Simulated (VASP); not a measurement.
A run of VASP 6.6.1 is set up as follows.

Contents of INCAR:

```
SYSTEM = F
ALGO = Normal ; EDIFF = 1E-7
ENCUT = 520 ; GGA = PE
ISIF = 2 ; ISMEAR = 0
IVDW = 12 ; LASPH = .True.
LCHARG = .False. ; LREAL = .False.
LWAVE = .False. ; NBANDS = 22
NELM = 100 ; PREC = Accurate
SIGMA = 0.05
```

KPOINTS

```
k-points
0
Gamma
  8 8 4
  0 0 0
```

Contents of POSCAR:

```
F
1.0
    2.6980148105     -1.8579028261      0.2847294196
    2.6980148105      1.8579028261      0.2847294196
   -0.8573297451      0.0000000000      6.9991875603
F
4
Direct
    0.9138648456      0.5855481450      0.0939279973
    0.4144518550      0.0861351544      0.4060720027
    0.0861351544      0.4144518550      0.9060720027
    0.5855481450      0.9138648456      0.5939279973
```

Potentials or basis: VASP PAW PBE potentials, release 64 (F).

Run with:

```sh
$ cat potpaw_PBE.64/F/POTCAR > POTCAR
$ mpirun -np 1 vasp_std > vasp.out
```

Question: Estimate the largest force.

Answer: 1.251 eV/Å.

Question: Predict the pressure.

Answer: -3.4 GPa.

Stress tensor (GPa, compression positive):
```
-0.47  0.00  0.91
 0.00 -2.22  0.00
 0.91  0.00 -7.55
```

Caveat: the cell stands under tension; forces of over 1 eV/Å act on the atoms, so gaps and moduli don't describe the material at rest.
